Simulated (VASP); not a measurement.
Runs of VASP 6.6.1 on Mg3ScBr3. The structure is that of space group Pm-3m (No. 221), or close to it. The cells are those of the table. 

| task | spin | cell | k mesh | cutoff (eV) | gap on the mesh (eV) | pressure (GPa) | moment (μB) |
| --- | --- | --- | --- | --- | --- | --- | --- |
| single point | off | a = 5.998 Å, 7 atoms | 4 × 4 × 4 | 520 | none | 0.2 | - |
| relaxation of cell and atoms | off | relaxed from a = 5.663 Å, 7 atoms | 4 × 4 × 4 | 600 | none | -0.2 | - |
| single point | collinear, ferromagnetic start | a = 6.028 Å, 7 atoms | 6 × 6 × 6 | 520 | none | (a) | 1.66 |
| single point | off | a = 5.663 Å, 7 atoms | 4 × 4 × 4 | 520 | none | 5.8 | - |
| single point | collinear, ferromagnetic start | a = 5.998 Å, 7 atoms | 4 × 4 × 4 | 520 | none | 0.2 | 1.25 |

Alike in all rows: level PBE; potentials or basis VASP PAW PBE potentials, release 64 (Mg, Sc_sv, Br); smearing gaussian 0.1 eV.

Task: Fill in the values left out.

Result: (a) 0.0.

A k mesh can miss the band edges, and the runs leave out spin-orbit coupling on Br.

A gap of «none» marks levels without a gap at the run's occupations.
